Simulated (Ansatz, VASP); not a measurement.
**Two plane-wave programs on Sc2AlN3**

```
CELL_PARAMETERS angstrom
5.41743 0.00000 0.00000
-2.70871 4.69163 0.00000
0.00000 0.00000 3.10335
ATOMIC_POSITIONS crystal
Sc 0.33333 0.66667 0.00000
Sc 0.66667 0.33333 0.00000
Al 0.00000 0.00000 0.00000
N 0.50000 0.00000 0.50000
N 0.50000 0.50000 0.50000
N 0.00000 0.50000 0.50000
```

Change from the starting cell: species swapped into the NdB2Rh3 type (P6/mmm, No. 191).

Alike in both runs: task single point; functional PBE; k mesh 6 × 6 × 6; occupations gaussian, width 0.1 eV; no spin polarisation.

|  | VASP | Ansatz |
| --- | --- | --- |
| version | VASP 6.6.1 | Ansatz 0.2.0 |
| potentials or method | VASP PAW PBE potentials, release 64 (Sc_sv, Al, N), cutoff 520 eV | scalar-relativistic, plane waves, PAW |
| valence electrons in the cell | 40 | 40 |

Ansatz gave:

```
gap on the k mesh at the Fermi level (eV)                     : none
pressure (GPa)                                                : -0.3
traceless stress, the component that is largest in VASP (GPa) : -11.10
```

Question: Which values does VASP return?

Answer: gap on the k mesh at the Fermi level (eV): none; pressure (GPa): 0.3; traceless stress, the component that is largest in VASP (GPa): -10.82.

A gap of «none» marks a metal or a gap that the smearing closes.
